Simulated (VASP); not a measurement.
Runs of VASP 6.6.1 on PbS. The structure is that of space group P6_3/mmc (No. 194), or close to it. The cells are those of the table. 

| task | level | potentials or basis | cell | k mesh | cutoff (eV) | smearing | gap on the mesh (eV) | pressure (GPa) | relaxed volume (Å³/atom) |
| --- | --- | --- | --- | --- | --- | --- | --- | --- | --- |
| relaxation of cell and atoms | LDA | VASP PAW LDA potentials, release 64 (Pb_d, S) | relaxed from a = 5.026, b = 5.026, c = 6.038 Å, angles 90.0, 90.0, 120.0°, 4 atoms | 6 × 6 × 4 | 500 | fermi-dirac 0.02 eV | 1.17 | 0.0 | (a) |
| single point | PBE | VASP PAW PBE potentials, release 64 (Pb_d, S) | a = 4.997, b = 4.997, c = 5.997 Å, angles 90.0, 90.0, 120.0°, 4 atoms | 6 × 6 × 4 | 500 | fermi-dirac 0.02 eV | 1.42 | 0.7 | - |
| single point | r2SCAN | VASP PAW PBE potentials, release 64 (Pb_d, S) | a = 4.997, b = 4.997, c = 5.997 Å, angles 90.0, 90.0, 120.0°, 4 atoms | 6 × 6 × 4 | 550 | fermi-dirac 0.02 eV | 1.73 | 0.0 | - |
| relaxation of cell and atoms | PBEsol | VASP PAW PBE potentials, release 64 (Pb_d, S) | relaxed from a = 5.026, b = 5.026, c = 6.038 Å, angles 90.0, 90.0, 120.0°, 4 atoms | 6 × 6 × 4 | 500 | fermi-dirac 0.02 eV | (c) | 0.0 | (b) |
| single point | r2SCAN | VASP PAW PBE potentials, release 64 (Pb_d, S) | a = 4.997, b = 4.997, c = 5.997 Å, angles 90.0, 90.0, 120.0°, 4 atoms | 6 × 6 × 4 | 550 | gaussian 0.01 eV | 1.73 | 0.0 | - |
| single point | PBEsol | VASP PAW PBE potentials, release 64 (Pb_d, S) | a = 4.946, b = 4.946, c = 5.933 Å, angles 90.0, 90.0, 120.0°, 4 atoms | 6 × 6 × 4 | 500 | fermi-dirac 0.02 eV | 1.29 | 0.0 | - |
| single point | PBE | VASP PAW PBE potentials, release 64 (Pb_d, S) | a = 4.997, b = 4.997, c = 5.997 Å, angles 90.0, 90.0, 120.0°, 4 atoms | 6 × 6 × 2 | 500 | gaussian 0.01 eV | 1.39 | 1.5 | - |
| single point | LDA | VASP PAW LDA potentials, release 64 (Pb_d, S) | a = 4.894, b = 4.894, c = 5.877 Å, angles 90.0, 90.0, 120.0°, 4 atoms | 6 × 6 × 4 | 500 | fermi-dirac 0.02 eV | 1.17 | 0.0 | - |

Alike in all rows: no spin polarisation.

Q: Fill in the values left out.

A: (a) 30.49; (b) 31.38; (c) 1.28.

Caveats: some runs use coarse meshes; spin-orbit coupling is left out, which moves the levels of the heavy elements; the PAW data sets were made with another functional, which shifts forces and pressure a little (at least some runs).

A k mesh can miss the band edges, and the runs leave out spin-orbit coupling on Pb.
